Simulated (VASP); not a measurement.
# Sc2BP3 (R-3m) in VASP: further runs

The runs below take Sc2BP3 through single point, relaxation of cell and atoms, with PBE.

Program: VASP 6.6.1. These are calculated values, not measurements. Logs are shortened: lines on timing, memory, paths and dates and some standing lists are left out, and cuts for length are marked.

## (1) The cell of the first run

The structure is trigonal, space group R-3m (No. 166). The conventional cell has a = 5.365 Å, b = 5.365 Å, c = 10.539 Å, α = 90.00°, β = 90.00°, γ = 120.00°. Within 3.4 Å of Sc (site symmetry 3m) lie 9 P at 2.59 to 3.04 Å and 4 Sc at 2.86 to 3.16 Å and 3 B at 3.11 Å. Within 3.2 Å of B (site symmetry -3m) lie 6 P at 2.34 Å and 6 Sc at 3.11 Å. Within 3.1 Å of P (site symmetry 2/m) lie 2 B at 2.34 Å and 6 Sc at 2.59 to 3.04 Å and 4 P at 2.68 Å.

The cell was generated, and may not be a known phase.

## (2) Single point, PBE

INCAR

```
SYSTEM = Sc2BP3
PREC = Accurate ; ENCUT = 520
EDIFF = 1E-6 ; ISMEAR = 0
SIGMA = 0.1 ; LREAL = .FALSE.
LASPH = .TRUE. ; NELM = 80
ALGO = Normal ; ISIF = 2
LWAVE = .FALSE. ; LCHARG = .FALSE.
GGA = PE ; NBANDS = 29
```

KPOINTS

```
regular mesh
0
G
  6 6 6
  0 0 0
```

POSCAR

```
Sc2BP3
1.0
    2.6822575000      1.5486020897      3.5131513930
   -2.6822575000      1.5486020897      3.5131513930
    0.0000000000     -3.0972041793      3.5131513930
Sc B P
2 1 3
Direct
    0.1358987938      0.1358987938      0.1358987938
    0.8641012062      0.8641012062      0.8641012062
    0.5000000000      0.5000000000      0.5000000000
    0.0000000000      0.5000000000      0.5000000000
    0.5000000000      0.0000000000      0.5000000000
    0.5000000000      0.5000000000      0.0000000000
```

Potentials or basis: VASP PAW PBE potentials, release 64 (Sc_sv, B, P).

On the command line:

```
cat potpaw_PBE.64/Sc_sv/POTCAR potpaw_PBE.64/B/POTCAR potpaw_PBE.64/P/POTCAR > POTCAR
mpirun -np 1 vasp_std > vasp.out
```

OUTCAR:

```text
SYSTEM = Sc2BP3
   PREC = Accurate
   ENCUT = 520
   EDIFF = 1E-6
   ISMEAR = 0
   LREAL = .FALSE.
   LASPH = .TRUE.
   NELM = 80
   ISIF = 2
   GGA = PE

 ion  position               nearest neighbor table
   1  0.136  0.136  0.136-   4 2.59   5 2.59   6 2.59   2 2.86   4 3.04   5 3.04   6 3.04   6 3.04
                             5 3.04   4 3.04   2 3.16   2 3.16   2 3.16
   2  0.864  0.864  0.864-   4 2.59   5 2.59   6 2.59   1 2.86   4 3.04   5 3.04   6 3.04   6 3.04
                             4 3.04   5 3.04   1 3.16   1 3.16   1 3.16
   3  0.500  0.500  0.500-   6 2.34   6 2.34   4 2.34   5 2.34   5 2.34   4 2.34
   4  0.000  0.500  0.500-   3 2.34   3 2.34   1 2.59   2 2.59   5 2.68   5 2.68   6 2.68   6 2.68
                             2 3.04   1 3.04   1 3.04   2 3.04
   5  0.500  0.000  0.500-   3 2.34   3 2.34   1 2.59   2 2.59   4 2.68   4 2.68   6 2.68   6 2.68
                             2 3.04   1 3.04   2 3.04   1 3.04
   6  0.500  0.500  0.000-   3 2.34   3 2.34   1 2.59   2 2.59   4 2.68   5 2.68   5 2.68   4 2.68
                             2 3.04   1 3.04   2 3.04   1 3.04

  LATTYP: Found a trigonal (rhomboedric) cell.
 ALAT       =     4.6834716225
 COS(alpha) =     0.3440131312

  Lattice vectors:

 A1 = (   2.6822575000,   1.5486020897,   3.5131513930)
 A2 = (  -2.6822575000,   1.5486020897,   3.5131513930)
 A3 = (   0.0000000000,  -3.0972041793,   3.5131513930)

Analysis of symmetry for initial positions (statically):
=====================================================================
 Subroutine PRICEL returns:
 Original cell was already a primitive cell.

 Routine SETGRP: Setting up the symmetry group for a
 trigonal (rhombohedral) supercell.

 Subroutine GETGRP returns: Found 12 space group operations
 (whereof 12 operations were pure point group operations)
 out of a pool of 12 trial point group operations.

The static configuration has the point symmetry D_3d.

Analysis of symmetry for dynamics (positions and initial velocities):
=====================================================================
 Subroutine PRICEL returns:
 Original cell was already a primitive cell.

 Routine SETGRP: Setting up the symmetry group for a
 trigonal (rhombohedral) supercell.

 Subroutine GETGRP returns: Found 12 space group operations
 (whereof 12 operations were pure point group operations)
 out of a pool of 12 trial point group operations.

The dynamic configuration has the point symmetry D_3d.

 Subroutine INISYM returns: Found 12 space group operations
 (whereof 12 operations are pure point group operations),
 and found     1 'primitive' translations
[... 102 lines left out ...]
   NELM   =     80;   NELMIN=  2; NELMDL= -5     # of ELM steps
   EDIFF  = 0.1E-05   stopping-criterion for ELM
   LREAL  =      F    real-space projection
   EDIFFG = 0.1E-04   stopping-criterion for IOM
   NSW    =      0    number of steps for IOM
   IBRION =     -1    ionic relax: 0-MD 1-quasi-New 2-CG
   NFREE  =      0    steps in history (QN), initial steepest desc. (CG)
   ISIF   =      2    stress and relaxation
   ISYM   =      2    0-nonsym 1-usesym 2-fastsym
   POTIM  = 0.5000    time-step for ionic-motion
   TEBEG  =    0.0;   TEEND  =   0.0 temperature during run
   PSTRESS=    0.0 pullay stress
   NELECT =      40.0000    total number of electrons
   NUPDOWN=      -1.0000    fix difference up-down
   EMIN   =  10.00;   EMAX   =-10.00  energy-range for DOS
   EFERMI =   0.00;   METHOD = LEGACY
   ISMEAR =     0;   SIGMA  =   0.10  broadening in eV -4-tet -1-fermi 0-gaus
   EFERMI_NEDOS =   21; number of points for ismear=-14 and -15
   IALGO  =     38    algorithm
   IMIX   =      4    mixing-type and parameters
     AMIX     =   0.40;   BMIX     =  1.00
     AMIX_MAG =   1.60;   BMIX_MAG =  1.00
  volume/ion in A,a.u.               =      14.59        98.48
  Fermi-wavevector in a.u.,A,eV,Ry     =   1.260856  2.382672 21.629955  1.589757
  Thomas-Fermi vector in A             =   2.394344
   LORBIT       =      0    0 simple, 1 ext, 2 COOP (PROOUT), +10 PAW based schemes
   GGA     = PE    functional components
   LHFCALC =     F    Hartree Fock is set to
   AEXX    =    0.0000 exact exchange contribution
   IVDW    =     0    specifies the selected vdW correction
   LEPSILON=     F    determine dielectric tensor
   LRPA    =     F    only Hartree local field effects (RPA)
 non-spin polarized calculation
 Gauss-broadening in eV      SIGMA  =   0.10
  energy-cutoff  :      520.00
  volume of cell :       87.56
 maximum number of plane-waves:      2374
   NGX = 17   NGY = 17   NGZ = 17

 number of electron      39.9999999 magnetization

 Free energy of the ion-electron system (eV)
  ---------------------------------------------------
  ext. energy  EPLUGINS =         0.00000000
  ---------------------------------------------------
  free energy    TOTEN  =       -35.69742576 eV

  energy without entropy =      -35.66891898  energy(sigma->0) =      -35.68317237

 E-fermi :   8.3041     XC(G=0): -11.3181

 val. band max:        8.2944942531   @ k =   0.5000   0.3333   0.3333
 cond. band min:       8.3184398709   @ k =   0.1667   0.1667   0.0000
 fundamental gap:      0.0239456177
 Fermi energy:         8.3040768930

 k-point     1 :       0.0000    0.0000    0.0000
  band No.  band energies     occupation
      1     -41.3915      2.00000
      2     -41.2986      2.00000
      3     -20.2020      2.00000
      4     -20.1360      2.00000
      5     -20.1360      2.00000
      6     -19.9912      2.00000
[... 757 lines left out ...]
     28      11.1013      0.00000
     29      11.5766      0.00000

 [... further k-points ...]
[... 5 lines left out ...]
  --------------------------------------------------------------------------------------
  -------------------------------------------------------------------------------------
  Total        0.0429084      0.0429084      0.0896560      0.0000000      0.0000000      0.0000000
  in kB        0.7851720      0.7851720      1.6405955      0.0000000      0.0000000      0.0000000
  external PRESSURE =       1.0703131 kB  Pullay stress =       0.0000000 kB

 VOLUME and BASIS-vectors are now :
 -----------------------------------------------------------------------------
  energy-cutoff  :      520.00
  volume of cell :       87.56
      direct lattice vectors                 reciprocal lattice vectors
     2.682257500  1.548602090  3.513151393     0.186410141  0.107623945  0.094881574
    -2.682257500  1.548602090  3.513151393    -0.186410141  0.107623945  0.094881574
     0.000000000 -3.097204179  3.513151393     0.000000000 -0.215247891  0.094881574

 POSITION                                       TOTAL-FORCE (eV/Angst)
 -----------------------------------------------------------------------------------
      0.00000      0.00000      1.43230         0.000000     -0.000000     -0.024446
      0.00000      0.00000      9.10716         0.000000      0.000000      0.024446
      0.00000      0.00000      5.26973        -0.000000     -0.000000      0.000000
     -1.34113     -0.77430      3.51315         0.000000     -0.000000      0.000000
      1.34113     -0.77430      3.51315         0.000000     -0.000000     -0.000000
      0.00000      1.54860      3.51315         0.000000     -0.000000     -0.000000
 -----------------------------------------------------------------------------------
    total drift:                               -0.000000     -0.000000      0.000000

  FREE ENERGIE OF THE ION-ELECTRON SYSTEM (eV)
  ---------------------------------------------------
  free  energy   TOTEN  =       -35.6974257574 eV

  energy  without entropy=      -35.6689189819  energy(sigma->0) =      -35.68317237
```

OSZICAR:

```text
N       E                     dE             d eps       ncg     rms          rms(c)
DAV:   1     0.484349893623E+03    0.48435E+03   -0.18213E+04  1880   0.138E+03
DAV:   2     0.122997682688E+02   -0.47205E+03   -0.46403E+03  2064   0.487E+02
DAV:   3    -0.368422627819E+02   -0.49142E+02   -0.47288E+02  3130   0.149E+02
DAV:   4    -0.389761774426E+02   -0.21339E+01   -0.20976E+01  3136   0.284E+01
DAV:   5    -0.390016076594E+02   -0.25430E-01   -0.25353E-01  3072   0.364E+00    0.147E+01
DAV:   6    -0.362668335433E+02    0.27348E+01   -0.26295E+01  3064   0.321E+01    0.698E+00
DAV:   7    -0.357897249284E+02    0.47711E+00   -0.47445E+00  3334   0.159E+01    0.501E+00
DAV:   8    -0.357395105334E+02    0.50214E-01   -0.10256E+00  3008   0.783E+00    0.151E+00
DAV:   9    -0.356978160922E+02    0.41694E-01   -0.19369E-01  3027   0.351E+00    0.275E-01
DAV:  10    -0.356975105759E+02    0.30552E-03   -0.13460E-02  3208   0.816E-01    0.130E-01
DAV:  11    -0.356974391111E+02    0.71465E-04   -0.12741E-03  2736   0.166E-01    0.844E-02
DAV:  12    -0.356974577548E+02   -0.18644E-04   -0.86398E-04  3264   0.167E-01    0.308E-02
DAV:  13    -0.356974316873E+02    0.26067E-04   -0.29494E-04  3048   0.996E-02    0.173E-02
DAV:  14    -0.356974255156E+02    0.61717E-05   -0.27106E-05  2968   0.332E-02    0.405E-03
DAV:  15    -0.356974257574E+02   -0.24177E-06   -0.69140E-07  1464   0.627E-03
   1 F= -.35697426E+02 E0= -.35683172E+02  d E =-.285068E-01
```

stdout:

```text
POSCAR found type information on POSCAR ScB P
 POSCAR found :  3 types and       6 ions
 scaLAPACK will be used
 LDA part: xc-table for (Slater+PW92), standard interpolation
 POSCAR, INCAR and KPOINTS ok, starting setup
 FFT: planning ... GRIDC
 FFT: planning ... GRID_SOFT
 FFT: planning ... GRID
 WAVECAR not read
 entering main loop
```

It took 73 s on 1 thread of AMD EPYC 9R14 (Zen 4), shared host; peak memory 0.21 GiB.

What came out:

| Item | Value |
| --- | --- |
| Free energy | -35.6974 eV |
| Pressure | 0.1 GPa |
| Largest force | 0.024 eV/Å |
| Band gap on the k mesh | zero (bands 20 and 21 overlap by 1.07 eV) |

Forces in eV/Å, atoms in the order of the input:
```
Sc   0.000  0.000 -0.024
Sc   0.000  0.000  0.024
B    0.000  0.000  0.000
P    0.000  0.000  0.000
P    0.000  0.000  0.000
P    0.000  0.000  0.000
```

Stress tensor (GPa, compression positive):
```
0.08 0.00 0.00
0.00 0.08 0.00
0.00 0.00 0.16
```

Levels at points of the mesh, in eV from the Fermi level:
```csv
k point,band 17,band 18,band 19,band 20,band 21,band 22,band 23,band 24
"(0.00, 0.00, 0.00)",-4.64,-4.38,-0.61,0.63,0.63,1.19,2.49,2.58
"(0.50, 0.00, 0.00)",-2.66,-2.59,-2.41,-0.57,-0.02,0.54,1.09,1.53
"(0.50, 0.50, 0.00)",-2.69,-2.55,-1.29,-0.28,-0.20,0.22,1.43,1.62
"(0.50, 0.50, 0.50)",-2.07,-1.21,-0.20,-0.20,0.21,1.42,1.64,1.64
```

## (3) Single point, PBE

This run uses another cell than the first one, of 17.76 Å³/atom.

INCAR

```
SYSTEM = Sc2BP3
PREC = Accurate
ENCUT = 520
EDIFF = 1E-6
ISMEAR = 0
SIGMA = 0.1
LREAL = .False.
LASPH = .True.
NELM = 100
ALGO = Normal
ISIF = 2
LWAVE = .False.
LCHARG = .False.
GGA = PE
NBANDS = 29
```

KPOINTS

```
regular mesh
0
Gamma
  6 6 6
  0 0 0
```

POSCAR

```
Sc2BP3
1.0
    2.6373263700      1.5226610900      4.4234899100
   -2.6373263700      1.5226610900      4.4234899100
    0.0000000000     -3.0453221800      4.4234899100
Sc B P
2 1 3
Direct
    0.1249960000      0.1249960000      0.1249960000
    0.8750040000      0.8750040000      0.8750040000
    0.5000000000      0.5000000000      0.5000000000
    0.0000000000      0.5000000000      0.5000000000
    0.5000000000      0.0000000000      0.5000000000
    0.5000000000      0.5000000000      0.0000000000
```

Potentials or basis: VASP PAW PBE potentials, release 64 (Sc_sv, B, P).

On the command line:

```
cat potpaw_PBE.64/Sc_sv/POTCAR potpaw_PBE.64/B/POTCAR potpaw_PBE.64/P/POTCAR > POTCAR
mpirun -np 1 vasp_std > vasp.out
```

It took 95 s on 1 thread of AMD EPYC 9R14 (Zen 4), shared host; peak memory 0.25 GiB.

Results (log left out):

```yaml
Free_energy: -33.9264 eV
Pressure: -11.9 GPa
Largest_force: 0.147 eV/Å
Band_gap_on_the_k_mesh: zero (bands 20 and 21 overlap by 1.32 eV)
```

Forces on the atoms (eV/Å):
```
Sc   0.000  0.000 -0.147
Sc   0.000  0.000  0.147
B    0.000  0.000  0.000
P    0.000  0.000  0.000
P    0.000  0.000  0.000
P    0.000  0.000  0.000
```

Stress tensor (GPa, compression positive):
```
-11.27   0.00   0.00
  0.00 -11.27   0.00
  0.00   0.00 -13.27
```

Levels at points of the mesh, in eV from the Fermi level:
```csv
k point,band 17,band 18,band 19,band 20,band 21,band 22,band 23,band 24
"(0.00, 0.00, 0.00)",-3.49,-3.49,-0.66,0.55,0.55,0.76,2.00,2.00
"(0.50, 0.00, 0.00)",-1.80,-1.66,-1.49,-0.92,-0.77,-0.51,1.22,1.30
"(0.50, 0.50, 0.00)",-1.68,-1.52,-1.42,-0.76,-0.55,-0.41,0.17,0.21
"(0.50, 0.50, 0.50)",-1.83,-1.05,-0.58,-0.58,0.17,0.23,1.03,1.03
```

Caveat: the cell stands under tension.

(Part 1 of 2 ends here.)

The gap in the log of VASP goes by the Fermi energy; the results here count the filled bands.